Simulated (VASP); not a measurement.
Here is a VASP 6.6.1 calculation.

INCAR

```
PREC = Accurate
ENCUT = 520
EDIFF = 1E-6
ISMEAR = 0
SIGMA = 0.15
LREAL = F
LASPH = T
NELM = 60
ALGO = Fast
ISIF = 2
LWAVE = F
LCHARG = F
GGA = PE
NBANDS = 8
```

KPOINTS

```
regular mesh
0
Gamma
  20 20 20
```

Contents of POSCAR:

```
Al
1.0
    0.0000000000      2.0543397000      2.0239800000
    2.0543397000      0.0000000000      2.0239800000
    2.0543397000      2.0543397000      0.0000000000
Al
1
Direct
    0.0000000000      0.0000000000      0.0000000000
```

Potentials or basis: VASP PAW PBE potentials, release 64 (Al).

Launch:

```console
$ cat potpaw_PBE.64/Al/POTCAR > POTCAR
$ mpirun -np 1 vasp_std > vasp.out
```

Predict the band gap on the k mesh.

zero (an odd number of electrons rules out a gap without spin polarisation).

What does it give for the pressure?

-2.5 GPa.

Caveat: the cell differs from its parent crystal (strain +0.015 along x and y, +0.000 along z).
